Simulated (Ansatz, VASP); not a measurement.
## Be2ZnTe5: VASP beside Ansatz

File INCAR:

```
PREC = Accurate ; ENCUT = 600
EDIFF = 1E-6 ; ISMEAR = 0
SIGMA = 0.2 ; LREAL = F
LASPH = T ; NELM = 100
ALGO = Normal ; ISIF = 3
LWAVE = F ; LCHARG = F
GGA = PE ; IBRION = 2
NSW = 36 ; EDIFFG = -0.08
```

File KPOINTS:

```
Automatic mesh
0
Gamma
  5 5 2
```

Contents of POSCAR:

```
Be2ZnTe5
1.0
    4.1000000000      0.0000000000      0.0000000000
   -2.0500000000      3.5507041600      0.0000000000
    0.0000000000      0.0000000000     13.3000000000
Be Zn Te
2 1 5
Direct
    0.0000000000      0.0000000000      0.1840000000
    0.6666666700      0.3333333300      0.6840000000
    0.3333333300      0.6666666700      0.4360000000
    0.0000000000      0.0000000000      0.0000000000
    0.3333333300      0.6666666700      0.2410000000
    0.6666666700      0.3333333300      0.5000000000
    0.0000000000      0.0000000000      0.7440000000
    0.3333333300      0.6666666700      0.8720000000
```

Input for Ansatz:

```yaml
crystal:
  lattice:
    - [4.1, 0.0, 0.0]
    - [-2.05, 3.55070416, 0.0]
    - [0.0, 0.0, 13.3]
  atoms:
    - { symbol: Be, position: [0.0, 0.0, 0.184] }
    - { symbol: Be, position: [0.66666667, 0.33333333, 0.684] }
    - { symbol: Zn, position: [0.33333333, 0.66666667, 0.436] }
    - { symbol: Te, position: [0.0, 0.0, 0.0] }
    - { symbol: Te, position: [0.33333333, 0.66666667, 0.241] }
    - { symbol: Te, position: [0.66666667, 0.33333333, 0.5] }
    - { symbol: Te, position: [0.0, 0.0, 0.744] }
    - { symbol: Te, position: [0.33333333, 0.66666667, 0.872] }
basis:
  ecutwfc: 420
kpoints:
  mp_grid: { grid: [5, 5, 2] }
hamiltonian:
  xc: pbe
scf:
  occupations: { method: gaussian, width: 0.2 }
  lower_state_search: "off"
output:
  forces: true
  stress: true
  eigenvalues: true
relax:
  adjacent_minimum: "off"
  f_tol: 0.08
  max_steps: 16
  cell: { stress_tol: 0.8 }
```

Alike in both runs: task relaxation of cell and atoms; functional PBE; k mesh 5 × 5 × 2; occupations gaussian, width 0.2 eV; no spin polarisation.

|  | VASP | Ansatz |
| --- | --- | --- |
| version | VASP 6.6.1 | Ansatz 0.2.0 |
| potentials or method | VASP PAW PBE potentials, release 64 (Be, Zn, Te), cutoff 600 eV | scalar-relativistic, plane waves, PAW |
| valence electrons in the cell | 46 | 96 |

|  | VASP | Ansatz | Ansatz less VASP |
| --- | --- | --- | --- |
| gap on the k mesh at the Fermi level, each at its own relaxed structure (eV) | none | none | - |
| relaxed volume (Å³/atom) | 27.02 | 27.09 | +0.061 |
| relaxed length of the cell vector where the two differ most in proportion (Å) | 4.091 | 4.099 | +0.0078 |

A gap of «none» marks a metal or a gap that the smearing closes. VASP's potentials hold 46 valence electrons a cell and Ansatz's 96, so a difference there can come from the potentials and not from the codes.

Neither program's run includes spin-orbit coupling.
